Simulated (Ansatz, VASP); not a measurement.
**SiC5 in VASP and in Ansatz**

```xyz
6
Lattice="2.7247 0.0000 0.0000 -1.3624 2.3597 0.0000 0.0000 0.0000 6.7451" Properties=species:S:1:pos:R:3 pbc="T T T"
C     0.0000    0.0000   -0.1882
C     1.3624    0.7866    4.5170
C     0.0000    1.5731    2.4663
C     1.3624    0.7866    6.0456
C     0.0000    1.5731    3.9995
Si    0.0000    0.0000    1.7089
```

Alike in both runs: task single point; functional PBE0; k mesh 6 × 6 × 2; no spin polarisation.

|  | VASP | Ansatz |
| --- | --- | --- |
| version | VASP 6.6.1 | Ansatz 0.2.0 |
| potentials or method | VASP PAW PBE potentials, release 64 (C, Si) | plane waves, PAW |
| plane-wave cutoff (eV) | 520 | 420 |
| occupations | gaussian, width 0.01 eV | fixed |
| valence electrons in the cell | 24 | 24 |

Ansatz gave:

- gap on the k mesh at the Fermi level (eV): 3.06
- pressure (GPa): -4.1
- traceless stress, the component that is largest in VASP (GPa): 0.51
- rms of the force components (eV/Å): 0.090

**Question.** Which values does VASP return?

**Answer.** gap on the k mesh at the Fermi level (eV): 3.09; pressure (GPa): -4.2; traceless stress, the component that is largest in VASP (GPa): 0.50; rms of the force components (eV/Å): 0.082.

Atom by atom the forces differ by 0.025 eV/Å (rms over components). Ansatz's warnings: stress exchange threshold loose, stress scf threshold loose.

The k mesh is coarse, so the values compare programs but aren't converged.
